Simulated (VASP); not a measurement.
# WSe2 in VASP: single point with PBEsol

Aim: the single point of WSe2 with PBEsol.

Everything below comes from runs of VASP 6.6.1. Logs are shortened: lines on timing, memory, paths and dates and some standing lists are left out, and cuts for length are marked.

### 1 The cell of the first run

The cell holds a slab with vacuum, 6 atoms: a = 3.320 Å, b = 3.283 Å, c = 23.983 Å, α = 90.00°, β = 90.00°, γ = 120.37°.

### 2 Single point, PBEsol (strain +0.0150 x Voigt [1, 0, 0, 0, 0, 0])

INCAR

```
SYSTEM = WSe2
  ALGO = Normal
  EDIFF = 1E-7
  ENCUT = 520
  GGA = PS
  ISIF = 2
  ISMEAR = 0
  LASPH = .True.
  LCHARG = .False.
  LREAL = .False.
  LWAVE = .False.
  NBANDS = 35
  NELM = 80
  PREC = Accurate
  SIGMA = 0.05
```

KPOINTS

```
k-points
0
Gamma
  12 12 2
  0 0 0
```

POSCAR

```
WSe2
1.0
    3.3196732785      0.0000000000      0.0000000000
   -1.6598366392      2.8324348684      0.0000000000
    0.0000000000      0.0000000000     23.9834862109
W Se
2 4
Direct
    0.6666666667      0.3333333333      0.1376486583
    0.3333333333      0.6666666667      0.8623513417
    0.3333333333      0.6666666667      0.2073654518
    0.6666666667      0.3333333333      0.9321646899
    0.3333333333      0.6666666667      0.0678353101
    0.6666666667      0.3333333333      0.7926345482
```

Potentials or basis: VASP PAW PBE potentials, release 64 (W_sv, Se).

Command:

```bash
> cat potpaw_PBE.64/W_sv/POTCAR potpaw_PBE.64/Se/POTCAR > POTCAR
> mpirun -np 1 vasp_std > vasp.out
```

OUTCAR:

```text
SYSTEM = WSe2
   EDIFF = 1E-7
   ENCUT = 520
   GGA = PS
   ISIF = 2
   ISMEAR = 0
   LASPH = .True.
   LREAL = .False.
   NELM = 80
   PREC = Accurate

 ion  position               nearest neighbor table
   1  0.667  0.333  0.138-   3 2.52   5 2.52   3 2.54   3 2.54   5 2.54   5 2.54
   2  0.333  0.667  0.862-   6 2.52   4 2.52   6 2.54   6 2.54   4 2.54   4 2.54
   3  0.333  0.667  0.207-   1 2.52   1 2.54   1 2.54
   4  0.667  0.333  0.932-   2 2.52   2 2.54   2 2.54
   5  0.333  0.667  0.068-   1 2.52   1 2.54   1 2.54
   6  0.667  0.333  0.793-   2 2.52   2 2.54   2 2.54

  Warning from LATTYP: Monoclinic adjustment (A1->A3, A2->A1, A3->A2)!
  LATTYP: Found a base centered orthorhombic cell.
 ALAT       =     3.3196732785
 B/A-ratio  =     1.7064539976
 C/A-ratio  =     7.2246526085

  Lattice vectors:

 A1 = (   1.6598366392,  -2.8324348684,   0.0000000000)
 A2 = (   1.6598366393,   2.8324348684,   0.0000000000)
 A3 = (   0.0000000000,   0.0000000000,  23.9834862109)

Analysis of symmetry for initial positions (statically):
=====================================================================
 Subroutine PRICEL returns:
 Original cell was already a primitive cell.

 Routine SETGRP: Setting up the symmetry group for a
 base centered orthorhombic supercell.

 Subroutine GETGRP returns: Found  4 space group operations
 (whereof  4 operations were pure point group operations)
 out of a pool of  8 trial point group operations.

The static configuration has the point symmetry C_2h.

Analysis of symmetry for dynamics (positions and initial velocities):
=====================================================================
 Subroutine PRICEL returns:
 Original cell was already a primitive cell.

 Routine SETGRP: Setting up the symmetry group for a
 base centered orthorhombic supercell.

 Subroutine GETGRP returns: Found  4 space group operations
 (whereof  4 operations were pure point group operations)
 out of a pool of  8 trial point group operations.

The dynamic configuration has the point symmetry C_2h.

 Subroutine INISYM returns: Found  4 space group operations
 (whereof  4 operations are pure point group operations),
 and found     1 'primitive' translations

----------------------------------------------------------------------------------------

                                     Primitive cell

  volume of cell :     225.5109

  direct lattice vectors                    reciprocal lattice vectors
     3.319673278  0.000000000  0.000000000     0.301234464  0.176526566  0.000000000
    -1.659836639  2.832434868  0.000000000     0.000000000  0.353053131  0.000000000
     0.000000000  0.000000000 23.983486211     0.000000000  0.000000000  0.041695356

  length of vectors
     3.319673278  3.282947601 23.983486211     0.349147291  0.353053131  0.041695356

  position of ions in fractional coordinates (direct lattice)
     0.666666667  0.333333333  0.137648658
     0.333333333  0.666666667  0.862351342
     0.333333333  0.666666667  0.207365452
     0.666666667  0.333333333  0.932164690
     0.333333333  0.666666667  0.067835310
     0.666666667  0.333333333  0.792634548

  ion indices of the primitive-cell ions
   primitive index   ion index
                 1           1
                 2           2
                 3           3
                 4           4
                 5           5
                 6           6

----------------------------------------------------------------------------------------

 KPOINTS: k-points

Automatic generation of k-mesh.
 Grid dimensions read from file:
 generate k-points for:   12   12    2

 Generating k-lattice:

  Cartesian coordinates                     Fractional coordinates (reciprocal lattice)
     0.025102872  0.014710547  0.000000000     0.083333333  0.000000000  0.000000000
     0.000000000  0.029421094  0.000000000     0.000000000  0.083333333  0.000000000
     0.000000000  0.000000000  0.020847678     0.000000000  0.000000000  0.500000000

  Length of vectors
     0.029095608  0.029421094  0.020847678

  Shift w.r.t. Gamma in fractional coordinates (k-lattice)
     0.000000000  0.000000000  0.000000000

 Subroutine IBZKPT returns following result:
 ===========================================

 Found     86 irreducible k-points:

 Following reciprocal coordinates:
            Coordinates               Weight
  0.000000  0.000000  0.000000      1.000000
  0.083333 -0.000000  0.000000      4.000000
  0.166667 -0.000000  0.000000      4.000000
  0.250000  0.000000  0.000000      4.000000
  0.333333  0.000000  0.000000      4.000000
  0.416667  0.000000  0.000000      4.000000
[... 16 lines left out ...]
  0.333333  0.166667  0.000000      4.000000
  0.416667  0.166667  0.000000      4.000000
 [... further k-points ...]
   k-points           NKPTS =     86   k-points in BZ     NKDIM =     86   number of bands    NBANDS=     35
   number of dos      NEDOS =    301   number of ions     NIONS =      6
   total plane-waves  NPLWV = 120960
   dimension x,y,z NGX =    28 NGY =   24 NGZ =  180
   dimension x,y,z NGXF=    56 NGYF=   48 NGZF=  360
   ions per type =               2   4
   NGX,Y,Z   is equivalent  to a cutoff of  14.02, 12.15, 12.48 a.u.
   NGXF,Y,Z  is equivalent  to a cutoff of  28.04, 24.31, 24.95 a.u.
 SYSTEM =  WSe2
   PREC   = accura    normal or accurate (medium, high low for compatibility)
   ISTART =      0    job   : 0-new  1-cont  2-samecut
   ICHARG =      2    charge: 1-file 2-atom 10-const
   ISPIN  =      1    spin polarized calculation?
   LNONCOLLINEAR =      F non collinear calculations
   LSORBIT =      F    spin-orbit coupling
   LASPH  =      T    aspherical Exc in radial PAW
   ENCUT  =  520.0 eV  38.22 Ry    6.18 a.u.   6.17  6.10 44.59*2*pi/ulx,y,z
   NELM   =     80;   NELMIN=  2; NELMDL= -5     # of ELM steps
   EDIFF  = 0.1E-06   stopping-criterion for ELM
   LREAL  =      F    real-space projection
   EDIFFG = 0.1E-05   stopping-criterion for IOM
   NSW    =      0    number of steps for IOM
   IBRION =     -1    ionic relax: 0-MD 1-quasi-New 2-CG
   NFREE  =      0    steps in history (QN), initial steepest desc. (CG)
   ISIF   =      2    stress and relaxation
   ISYM   =      2    0-nonsym 1-usesym 2-fastsym
   POTIM  = 0.5000    time-step for ionic-motion
   TEBEG  =    0.0;   TEEND  =   0.0 temperature during run
   PSTRESS=    0.0 pullay stress
   NELECT =      52.0000    total number of electrons
   NUPDOWN=      -1.0000    fix difference up-down
   EMIN   =  10.00;   EMAX   =-10.00  energy-range for DOS
   EFERMI =   0.00;   METHOD = LEGACY
   ISMEAR =     0;   SIGMA  =   0.05  broadening in eV -4-tet -1-fermi 0-gaus
   EFERMI_NEDOS =   21; number of points for ismear=-14 and -15
   IALGO  =     38    algorithm
   IMIX   =      4    mixing-type and parameters
     AMIX     =   0.40;   BMIX     =  1.00
     AMIX_MAG =   1.60;   BMIX_MAG =  1.00
  volume/ion in A,a.u.               =      37.59       253.64
  Fermi-wavevector in a.u.,A,eV,Ry     =   1.003891  1.897080 13.711924  1.007798
  Thomas-Fermi vector in A             =   2.136472
   LORBIT       =      0    0 simple, 1 ext, 2 COOP (PROOUT), +10 PAW based schemes
   GGA     = PS    functional components
   LHFCALC =     F    Hartree Fock is set to
   AEXX    =    0.0000 exact exchange contribution
   IVDW    =     0    specifies the selected vdW correction
   LEPSILON=     F    determine dielectric tensor
   LRPA    =     F    only Hartree local field effects (RPA)
 non-spin polarized calculation
 Gauss-broadening in eV      SIGMA  =   0.05
  energy-cutoff  :      520.00
  volume of cell :      225.51
 maximum number of plane-waves:      6128
 NGX is ok and might be reduce to    28
   NGX = 13   NGY = 13   NGZ = 89

 number of electron      52.0000007 magnetization

 Free energy of the ion-electron system (eV)
  ---------------------------------------------------
  ext. energy  EPLUGINS =         0.00000000
  ---------------------------------------------------
  free energy    TOTEN  =       -46.49603409 eV

  energy without entropy =      -46.49603409  energy(sigma->0) =      -46.49603409

 E-fermi :   1.2063     XC(G=0):  -6.3120

 val. band max:        0.8429513909   @ k =   0.0000   0.0000   0.0000
 cond. band min:       2.2357245919   @ k =   0.1667   0.1667   0.0000
 fundamental gap:      1.3927732011
 Fermi energy:         1.2063440362

 k-point     1 :       0.0000    0.0000    0.0000
  band No.  band energies     occupation
      1     -73.2203      2.00000
      2     -73.2203      2.00000
      3     -37.4651      2.00000
      4     -37.4651      2.00000
      5     -37.3482      2.00000
      6     -37.3482      2.00000
[... 27 lines left out ...]
     34       4.0363      0.00000
     35       5.1785      0.00000

 k-point     2 :       0.0833   -0.0000    0.0000
  band No.  band energies     occupation
      1     -73.2197      2.00000
      2     -73.2196      2.00000
      3     -37.4622      2.00000
      4     -37.4622      2.00000
      5     -37.3612      2.00000
      6     -37.3612      2.00000
[... 27 lines left out ...]
     34       3.9839      0.00000
     35       5.5150      0.00000

 k-point     3 :       0.1667   -0.0000    0.0000
  band No.  band energies     occupation
      1     -73.2178      2.00000
      2     -73.2178      2.00000
      3     -37.4542      2.00000
      4     -37.4542      2.00000
      5     -37.4009      2.00000
      6     -37.4009      2.00000
[... 27 lines left out ...]
     34       4.4008      0.00000
     35       5.9608      0.00000

 k-point     4 :       0.2500    0.0000    0.0000
  band No.  band energies     occupation
      1     -73.2154      2.00000
      2     -73.2154      2.00000
      3     -37.4570      2.00000
      4     -37.4569      2.00000
      5     -37.4432      2.00000
      6     -37.4432      2.00000
[... 27 lines left out ...]
     34       4.8294      0.00000
     35       6.5189      0.00000

 k-point     5 :       0.3333    0.0000    0.0000
  band No.  band energies     occupation
      1     -73.2129      2.00000
      2     -73.2129      2.00000
      3     -37.5129      2.00000
      4     -37.5129      2.00000
      5     -37.4323      2.00000
      6     -37.4323      2.00000
[... 638 lines left out ...]
 k-point    22 :       0.2500    0.1667    0.0000
  band No.  band energies     occupation
      1     -73.2117      2.00000
      2     -73.2117      2.00000
      3     -37.5117      2.00000
      4     -37.5117      2.00000
      5     -37.4274      2.00000
      6     -37.4274      2.00000
[... 27 lines left out ...]
     34       5.4473      0.00000
     35       7.1125      0.00000

 k-point    23 :       0.3333    0.1667    0.0000
  band No.  band energies     occupation
      1     -73.2102      2.00000
      2     -73.2102      2.00000
      3     -37.5403      2.00000
      4     -37.5403      2.00000
      5     -37.4207      2.00000
      6     -37.4207      2.00000
[... 27 lines left out ...]
     34       5.4293      0.00000
     35       6.1383      0.00000

 k-point    24 :       0.4167    0.1667    0.0000
  band No.  band energies     occupation
      1     -73.2098      2.00000
      2     -73.2098      2.00000
      3     -37.5498      2.00000
      4     -37.5498      2.00000
      5     -37.4208      2.00000
      6     -37.4208      2.00000
[... 27 lines left out ...]
     34       5.2903      0.00000
     35       5.8679      0.00000

 [... further k-points ...]

------------------------ aborting loop because EDIFF is reached ----------------------------------------

  FORCE on cell =-STRESS in cart. coord.  units (eV):
  Direction    XX          YY          ZZ          XY          YZ          ZX
  --------------------------------------------------------------------------------------
  -------------------------------------------------------------------------------------
  Total       -2.3449778     -0.4349339     -0.6898163     -0.0000000     -0.0064052     -0.0000000
  in kB      -16.6602586     -3.0900550     -4.9009072     -0.0000000     -0.0455068     -0.0000000
  external PRESSURE =      -8.2170736 kB  Pullay stress =       0.0000000 kB

 VOLUME and BASIS-vectors are now :
 -----------------------------------------------------------------------------
  energy-cutoff  :      520.00
  volume of cell :      225.51
      direct lattice vectors                 reciprocal lattice vectors
     3.319673278  0.000000000  0.000000000     0.301234464  0.176526566  0.000000000
    -1.659836639  2.832434868  0.000000000     0.000000000  0.353053131  0.000000000
     0.000000000  0.000000000 23.983486211     0.000000000  0.000000000  0.041695356

 POSITION                                       TOTAL-FORCE (eV/Angst)
 -----------------------------------------------------------------------------------
      1.65984      0.94414      3.30129         0.000000      0.108133      0.000794
     -0.00000      1.88829     20.68219        -0.000000     -0.108133     -0.000794
     -0.00000      1.88829      4.97335        -0.000000     -0.054791     -0.099521
      1.65984      0.94414     22.35656         0.000000      0.054410     -0.097088
     -0.00000      1.88829      1.62693        -0.000000     -0.054410      0.097088
      1.65984      0.94414     19.01014         0.000000      0.054791      0.099521
 -----------------------------------------------------------------------------------
    total drift:                                0.000000     -0.000000     -0.000000

  FREE ENERGIE OF THE ION-ELECTRON SYSTEM (eV)
  ---------------------------------------------------
  free  energy   TOTEN  =       -46.4960340902 eV

  energy  without entropy=      -46.4960340902  energy(sigma->0) =      -46.49603409
```

Run time: 8.2 min. Hardware: 1 thread of Intel Xeon 6975P-C (Granite Rapids), shared host; peak memory 0.72 GiB.

What came out:

```yaml
Free_energy: -46.4960 eV
Largest_force: 0.114 eV/Å
Band_gap_on_the_k_mesh: 1.39 eV (least direct gap 1.56 eV)
```

Forces on the atoms (eV/Å):
```
W    0.000  0.108  0.001
W    0.000 -0.108 -0.001
Se   0.000 -0.055 -0.100
Se   0.000  0.054 -0.097
Se   0.000 -0.054  0.097
Se   0.000  0.055  0.100
```

Levels at points of the mesh, in eV from the valence-band top:
```tsv
k point	band 24	band 25	band 26	band 27	band 28	band 29
(0.00, 0.00, 0.00)	-1.25	-0.60	0.00	2.81	2.84	2.95
(0.50, 0.00, 0.00)	-1.09	-0.98	-0.88	2.33	2.34	2.64
(0.00, 0.50, 0.00)	-1.09	-1.04	-1.03	2.36	2.37	2.63
(0.00, 0.00, 0.50)	-1.25	-0.60	0.00	2.81	2.84	2.95
(0.50, 0.00, 0.50)	-1.09	-0.98	-0.88	2.33	2.34	2.64
(0.00, 0.50, 0.50)	-1.09	-1.04	-1.03	2.36	2.37	2.63
```

Caveat: the cell differs from its parent crystal (strain +0.0150 x Voigt [1, 0, 0, 0, 0, 0]); the PAW data sets were made with another functional, which shifts forces and pressure a little; spin-orbit coupling is left out, which moves the levels of the heavy elements.
